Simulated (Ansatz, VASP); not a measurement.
AlRu: VASP beside Ansatz

```
Al Ru
1.0
     3.03259    0.00000    0.00000
     0.00000    3.03259    0.00000
     0.00000    0.00000    2.91128
Al Ru
1 1
Direct
  0.00000 0.00000 0.00000
  0.50000 0.50000 0.50000
```

Alike in both runs: task single point; functional PBE; k mesh 18 × 18 × 18; occupations gaussian, width 0.15 eV; no spin polarisation.

```csv
,VASP,Ansatz
version,VASP 6.6.1,Ansatz 0.2.0
potentials or method,"VASP PAW PBE potentials, release 64 (Al, Ru_pv), cutoff 520 eV","scalar-relativistic, plane waves, PAW"
valence electrons in the cell,17,19
```

Ansatz gave:

```
gap on the k mesh at the Fermi level (eV)                     : none
pressure (GPa)                                                : 2.8
traceless stress, the component that is largest in VASP (GPa) : 5.01
```

Problem. What did VASP give for the same quantities?

Solution. gap on the k mesh at the Fermi level (eV): none; pressure (GPa): 2.7; traceless stress, the component that is largest in VASP (GPa): 5.02.

A gap of «none» marks a metal or a gap that the smearing closes. VASP's potentials hold 17 valence electrons a cell and Ansatz's 19, so a difference there can come from the potentials and not from the codes.
